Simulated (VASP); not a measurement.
# GaN (I4/mmm) in VASP: notebook

Runs on GaN. Level: PBEsol. Tasks: electric field gradients.

Program: VASP 6.6.1. These are calculated values, not measurements. Logs are shortened: lines on timing, memory, paths and dates and some standing lists are left out, and cuts for length are marked.

**1. The cell of the first run**

It takes space group I4/mmm (No. 139, tetragonal). The conventional cell has a = 2.761 Å, b = 2.761 Å, c = 3.985 Å, α = 90.00°, β = 90.00°, γ = 90.00°. Ga (site symmetry 4/mmm) has 6 N at 1.95 to 1.99 Å within 2.6 Å. Within 2.6 Å of N (site symmetry 4/mmm) lie 6 Ga at 1.95 to 1.99 Å.

**2. Electric field gradients, PBEsol (equal xx and yy strain of -2 %)**

Contents of INCAR:

```
ALGO = Normal
EDIFF = 1E-8
ENCUT = 520
GGA = PS
ISIF = 2
ISMEAR = -1
LASPH = T
LCHARG = F
LEFG = T
LREAL = F
LWAVE = F
NBANDS = 16
NELM = 80
PREC = Accurate
SIGMA = 0.02
```

Contents of KPOINTS:

```
k-points
0
Gamma
  13 13 13
```

Contents of POSCAR:

```
GaN
1.0
    0.0000000000      1.9526500000      1.9925000000
    1.9526500000      0.0000000000      1.9925000000
    1.9526500000      1.9526500000      0.0000000000
Ga N
1 1
Direct
    0.5000000000      0.5000000000      0.5000000000
    0.0000000000      0.0000000000      0.0000000000
```

Potentials or basis: VASP PAW PBE potentials, release 64 (Ga_d, N).

Started as:

```sh
> cat potpaw_PBE.64/Ga_d/POTCAR potpaw_PBE.64/N/POTCAR > POTCAR
> mpirun -np 1 vasp_std > vasp.out
```

OUTCAR:

```text
EDIFF = 1E-8
   ENCUT = 520
   GGA = PS
   ISIF = 2
   ISMEAR = -1
   LASPH = T
   LREAL = F
   NELM = 80
   PREC = Accurate

 ion  position               nearest neighbor table
   1  0.500  0.500  0.500-   2 1.95   2 1.95   2 1.95   2 1.95   2 1.99   2 1.99
   2  0.000  0.000  0.000-   1 1.95   1 1.95   1 1.95   1 1.95   1 1.99   1 1.99

  LATTYP: Found a body centered tetragonal cell.
 ALAT       =     2.7614641126
 C/A-ratio  =     1.4430750636

  Lattice vectors:

 A1 = (  -1.9526500000,   0.0000000000,   1.9925000000)
 A2 = (   1.9526500000,   0.0000000000,   1.9925000000)
 A3 = (   0.0000000000,   1.9526500000,  -1.9925000000)

Analysis of symmetry for initial positions (statically):
=====================================================================
 Subroutine PRICEL returns:
 Original cell was already a primitive cell.

 Routine SETGRP: Setting up the symmetry group for a
 body centered tetragonal supercell.

 Subroutine GETGRP returns: Found 16 space group operations
 (whereof 16 operations were pure point group operations)
 out of a pool of 16 trial point group operations.

The static configuration has the point symmetry D_4h.

Analysis of symmetry for dynamics (positions and initial velocities):
=====================================================================
 Subroutine PRICEL returns:
 Original cell was already a primitive cell.

 Routine SETGRP: Setting up the symmetry group for a
 body centered tetragonal supercell.

 Subroutine GETGRP returns: Found 16 space group operations
 (whereof 16 operations were pure point group operations)
 out of a pool of 16 trial point group operations.

The dynamic configuration has the point symmetry D_4h.

 Subroutine INISYM returns: Found 16 space group operations
 (whereof 16 operations are pure point group operations),
 and found     1 'primitive' translations

----------------------------------------------------------------------------------------

                                     Primitive cell

  volume of cell :      15.1942

  direct lattice vectors                    reciprocal lattice vectors
     0.000000000  1.952650000  1.992500000    -0.256062274  0.256062274  0.250941029
     1.952650000  0.000000000  1.992500000     0.256062274 -0.256062274  0.250941029
     1.952650000  1.952650000  0.000000000     0.256062274  0.256062274 -0.250941029

  length of vectors
     2.789784628  2.789784628  2.761464113     0.440575960  0.440575960  0.440575960

  position of ions in fractional coordinates (direct lattice)
     0.500000000  0.500000000  0.500000000
     0.000000000  0.000000000  0.000000000

  ion indices of the primitive-cell ions
   primitive index   ion index
                 1           1
                 2           2

----------------------------------------------------------------------------------------

 KPOINTS: k-points

Automatic generation of k-mesh.
 Grid dimensions read from file:
 generate k-points for:   13   13   13

 Generating k-lattice:

  Cartesian coordinates                     Fractional coordinates (reciprocal lattice)
    -0.019697098  0.019697098  0.019303156     0.076923077  0.000000000  0.000000000
     0.019697098 -0.019697098  0.019303156     0.000000000  0.076923077  0.000000000
     0.019697098  0.019697098 -0.019303156    -0.000000000 -0.000000000  0.076923077

  Length of vectors
     0.033890458  0.033890458  0.033890458

  Shift w.r.t. Gamma in fractional coordinates (k-lattice)
     0.000000000  0.000000000  0.000000000

 Subroutine IBZKPT returns following result:
 ===========================================

 Found    196 irreducible k-points:

 Following reciprocal coordinates:
            Coordinates               Weight
  0.000000  0.000000  0.000000      1.000000
  0.076923 -0.000000  0.000000      8.000000
  0.153846 -0.000000  0.000000      8.000000
  0.230769 -0.000000  0.000000      8.000000
  0.307692 -0.000000  0.000000      8.000000
  0.384615  0.000000  0.000000      8.000000
[... 16 lines left out ...]
  0.384615  0.153846  0.000000      8.000000
  0.461538  0.153846  0.000000      8.000000
 [... further k-points ...]
   k-points           NKPTS =    196   k-points in BZ     NKDIM =    196   number of bands    NBANDS=     16
   number of dos      NEDOS =    301   number of ions     NIONS =      2
   total plane-waves  NPLWV =  13824
   dimension x,y,z NGX =    24 NGY =   24 NGZ =   24
   dimension x,y,z NGXF=    48 NGYF=   48 NGZF=   48
   ions per type =               1   1
   NGX,Y,Z   is equivalent  to a cutoff of  14.30, 14.30, 14.45 a.u.
   NGXF,Y,Z  is equivalent  to a cutoff of  28.60, 28.60, 28.90 a.u.
 SYSTEM =  unknown system
   PREC   = accura    normal or accurate (medium, high low for compatibility)
   ISTART =      0    job   : 0-new  1-cont  2-samecut
   ICHARG =      2    charge: 1-file 2-atom 10-const
   ISPIN  =      1    spin polarized calculation?
   LNONCOLLINEAR =      F non collinear calculations
   LSORBIT =      F    spin-orbit coupling
   LASPH  =      T    aspherical Exc in radial PAW
   ENCUT  =  520.0 eV  38.22 Ry    6.18 a.u.   5.19  5.19  5.13*2*pi/ulx,y,z
   NELM   =     80;   NELMIN=  2; NELMDL= -5     # of ELM steps
   EDIFF  = 0.1E-07   stopping-criterion for ELM
   LREAL  =      F    real-space projection
   EDIFFG = 0.1E-06   stopping-criterion for IOM
   NSW    =      0    number of steps for IOM
   IBRION =     -1    ionic relax: 0-MD 1-quasi-New 2-CG
   NFREE  =      0    steps in history (QN), initial steepest desc. (CG)
   ISIF   =      2    stress and relaxation
   ISYM   =      2    0-nonsym 1-usesym 2-fastsym
   POTIM  = 0.5000    time-step for ionic-motion
   TEBEG  =    0.0;   TEEND  =   0.0 temperature during run
   PSTRESS=    0.0 pullay stress
   NELECT =      18.0000    total number of electrons
   NUPDOWN=      -1.0000    fix difference up-down
   EMIN   =  10.00;   EMAX   =-10.00  energy-range for DOS
   EFERMI =   0.00;   METHOD = LEGACY
   ISMEAR =    -1;   SIGMA  =   0.02  broadening in eV -4-tet -1-fermi 0-gaus
   EFERMI_NEDOS =   21; number of points for ismear=-14 and -15
   IALGO  =     38    algorithm
   IMIX   =      4    mixing-type and parameters
     AMIX     =   0.40;   BMIX     =  1.00
     AMIX_MAG =   1.60;   BMIX_MAG =  1.00
  volume/ion in A,a.u.               =       7.60        51.27
  Fermi-wavevector in a.u.,A,eV,Ry     =   1.732234  3.273448 40.826124  3.000635
  Thomas-Fermi vector in A             =   2.806449
   LORBIT       =      0    0 simple, 1 ext, 2 COOP (PROOUT), +10 PAW based schemes
   GGA     = PS    functional components
   LHFCALC =     F    Hartree Fock is set to
   AEXX    =    0.0000 exact exchange contribution
   IVDW    =     0    specifies the selected vdW correction
   LEPSILON=     F    determine dielectric tensor
   LRPA    =     F    only Hartree local field effects (RPA)
 non-spin polarized calculation
  energy-cutoff  :      520.00
  volume of cell :       15.19
 maximum number of plane-waves:       424
 NGX is ok and might be reduce to    24
   NGX = 11   NGY = 11   NGZ = 11

 number of electron      17.9999995 magnetization

 Free energy of the ion-electron system (eV)
  ---------------------------------------------------
  ext. energy  EPLUGINS =         0.00000000
  ---------------------------------------------------
  free energy    TOTEN  =       -11.50166933 eV

  energy without entropy =      -11.50166933  energy(sigma->0) =      -11.50166933

 E-fermi :  11.2937     XC(G=0): -14.5786

 val. band max:       10.8719758581   @ k =  -0.2308   0.1538   0.0000
 cond. band min:      12.8340060468   @ k =   0.4615   0.0000   0.4615
 fundamental gap:      1.9620301887
 Fermi energy:        11.2937060942

 k-point     1 :       0.0000    0.0000    0.0000
  band No.  band energies     occupation
      1      -8.9790      2.00000
      2      -3.2110      2.00000
      3      -3.1815      2.00000
      4      -3.1815      2.00000
      5      -3.0392      2.00000
      6      -3.0012      2.00000
[... 8 lines left out ...]
     15      29.2121      0.00000
     16      30.2619      0.00000

 k-point     2 :       0.0769   -0.0000    0.0000
  band No.  band energies     occupation
      1      -8.8354      2.00000
      2      -3.2121      2.00000
      3      -3.1830      2.00000
      4      -3.1702      2.00000
      5      -3.0557      2.00000
      6      -3.0226      2.00000
[... 8 lines left out ...]
     15      29.1750      0.00000
     16      29.5817      0.00000
[... 387 lines left out ...]
      5      -2.8030      2.00000
      6      -2.7324      2.00000
[... 8 lines left out ...]
     15      33.4941      0.00000
     16      36.1543      0.00000

 k-point    24 :       0.4615    0.1538    0.0000
  band No.  band energies     occupation
      1      -5.6594      2.00000
      2      -3.6000      2.00000
      3      -3.3539      2.00000
      4      -3.2640      2.00000
      5      -2.7720      2.00000
      6      -2.4863      2.00000
[... 8 lines left out ...]
     15      33.9065      0.00000
     16      37.6371      0.00000

 [... further k-points ...]
[... 5 lines left out ...]
  --------------------------------------------------------------------------------------
  -------------------------------------------------------------------------------------
  Total        8.0139069      8.0139069      6.8708836      0.0000000     -0.0000000      0.0000000
  in kB      845.0409148    845.0409148    724.5127564      0.0000000     -0.0000000      0.0000000
  external PRESSURE =     804.8648620 kB  Pullay stress =       0.0000000 kB

 VOLUME and BASIS-vectors are now :
 -----------------------------------------------------------------------------
  energy-cutoff  :      520.00
  volume of cell :       15.19
      direct lattice vectors                 reciprocal lattice vectors
     0.000000000  1.952650000  1.992500000    -0.256062274  0.256062274  0.250941029
     1.952650000  0.000000000  1.992500000     0.256062274 -0.256062274  0.250941029
     1.952650000  1.952650000  0.000000000     0.256062274  0.256062274 -0.250941029

 POSITION                                       TOTAL-FORCE (eV/Angst)
 -----------------------------------------------------------------------------------
      1.95265      1.95265      1.99250         0.000000     -0.000000      0.000000
      0.00000      0.00000      0.00000        -0.000000      0.000000      0.000000
 -----------------------------------------------------------------------------------
    total drift:                                0.000000     -0.000000      0.000000

  FREE ENERGIE OF THE ION-ELECTRON SYSTEM (eV)
  ---------------------------------------------------
  free  energy   TOTEN  =       -11.5016693340 eV

  energy  without entropy=      -11.5016693340  energy(sigma->0) =      -11.50166933

 Electric field gradients (V/A^2)
---------------------------------------------------------------------
 ion       V_xx      V_yy      V_zz      V_xy      V_xz      V_yz
---------------------------------------------------------------------
   1     -10.959   -10.959    21.919    -0.002    -0.001    -0.001
   2       0.076     0.076    -0.152     0.000     0.000     0.000
---------------------------------------------------------------------

 Electric field gradients after diagonalization (V/A^2)
 (convention: |V_zz| > |V_xx| > |V_yy|)
----------------------------------------------------------------------
 ion       V_xx      V_yy      V_zz     asymmetry (V_yy - V_xx)/ V_zz
----------------------------------------------------------------------
   1     -10.962   -10.957    21.919       0.000
   2       0.076     0.075    -0.152       0.006
----------------------------------------------------------------------

           NMR quadrupolar parameters

 Cq : quadrupolar parameter    Cq=e*Q*V_zz/h
 eta: asymmetry parameters     (V_yy - V_xx)/ V_zz
 Q  : nuclear electric quadrupole moment in mb (millibarn)
----------------------------------------------------------------------
 ion       Cq(MHz)       eta       Q (mb)
----------------------------------------------------------------------
   1       0.053       0.000       1.000
   2      -0.000       0.006       1.000
----------------------------------------------------------------------
```

It took 61 s on 1 thread of Intel Xeon Platinum 8259CL at 2.50GHz (Skylake/Cascade Lake), shared host; peak memory 0.17 GiB.

What came out:

```
Free energy            : -11.5017 eV
Pressure               : 80.5 GPa
Band gap on the k mesh : 1.96 eV, indirect (least direct gap 5.63 eV)
```

Stress tensor (GPa, compression positive):
```
84.50  0.00  0.00
 0.00 84.50  0.00
 0.00  0.00 72.45
```

Levels at points of the mesh, in eV from the valence-band top:
```csv
k point,band 5,band 6,band 7,band 8,band 9,band 10,band 11,band 12,band 13,band 14
"(0.00, 0.00, 0.00)",-13.91,-13.87,-0.97,-0.97,-0.79,4.94,15.79,15.94,15.94,16.50
```

Electric field gradients, principal values (V/Å²):
| atom | least | middle | greatest (by size) |
| --- | --- | --- | --- |
| 1 Ga | -10.957 | -10.962 | 21.919 |
| 2 N | 0.075 | 0.076 | -0.152 |

Caveat: the cell differs from its parent crystal (equal xx and yy strain of -2 %); without QUAD_EFG the Cq values of the log hold for a quadrupole moment of 1 mb, not for the nuclei; the PAW data sets were made with another functional, which shifts forces and pressure a little. A k mesh can miss the band edges.

[end of part 1 of 3]
